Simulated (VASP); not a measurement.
Input of a VASP 6.6.1 run:

INCAR

```
PREC = Accurate
ENCUT = 520
EDIFF = 1E-8
ISMEAR = 1
SIGMA = 0.05
LREAL = F
LASPH = T
NELM = 150
ALGO = Normal
ISIF = 2
LWAVE = F
LCHARG = T
ISPIN = 2
MAGMOM = 1
LORBIT = 11
LMAXMIX = 4
LDAU = T
LDAUTYPE = 2
LDAUL = 2
LDAUU = 4.5
LDAUJ = 0
LDAUPRINT = 1
GGA = CA
IBRION = 6
NFREE = 2
POTIM = 0.015
NSW = 1
```

KPOINTS

```
regular mesh
0
Gamma
  8 8 8
```

The input POSCAR:

```
Ni
1.0
    0.0000000000      1.7375729330      1.7375729330
    1.7375729330      0.0000000000      1.7375729330
    1.7375729330      1.7375729330      0.0000000000
Ni
1
Direct
    0.0000000000      0.0000000000      0.0000000000
```

Potentials or basis: VASP PAW LDA potentials, release 64 (Ni).

Run with:

```sh
$ cat potpaw_LDA.64/Ni/POTCAR > POTCAR
$ mpirun -np 1 vasp_std > vasp.out
```

(1) What does it give for the site moments?

(2) Predict the net moment.

Results:

(1) Ni +0.70 μB.

(2) 0.68 μB per cell.

Caveat: the k points lie up to 0.39 Å⁻¹ apart; the U is typed as a test and isn't derived for this compound.
